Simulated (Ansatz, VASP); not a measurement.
## W: VASP beside Ansatz

```
W
1.0
    -1.56770    1.56770    1.56770
     1.56770   -1.56770    1.56770
     1.56770    1.56770   -1.56770
W
1
Direct
  0.00000 0.00000 0.00000
```

Alike in both runs: functional LDA; k mesh 20 × 20 × 20; occupations methfessel-paxton of order 1, width 0.1 eV; no spin polarisation.

Ansatz relaxed the structure, and its values are those at the end. VASP's run is a single point on that final structure, the one shown.

|  | VASP | Ansatz |
| --- | --- | --- |
| version | VASP 6.6.1 | Ansatz 0.2.0 |
| potentials or method | VASP PAW LDA potentials, release 64 (W_sv) | scalar-relativistic, plane waves, PAW |
| plane-wave cutoff (eV) | 520 | 420 |
| valence electrons in the cell | 14 | 14 |

Ansatz gave:

```
gap on the k mesh at the Fermi level (eV) : none
pressure (GPa)                            : 0.0
```

Question: Which values does VASP return?

Answer: gap on the k mesh at the Fermi level (eV): none; pressure (GPa): 2.0.

LDA's correlation is that of Perdew and Zunger in VASP and of Perdew and Wang (1992) in Ansatz. A gap of «none» marks a metal or a gap that the smearing closes.

Spin-orbit coupling is off throughout.
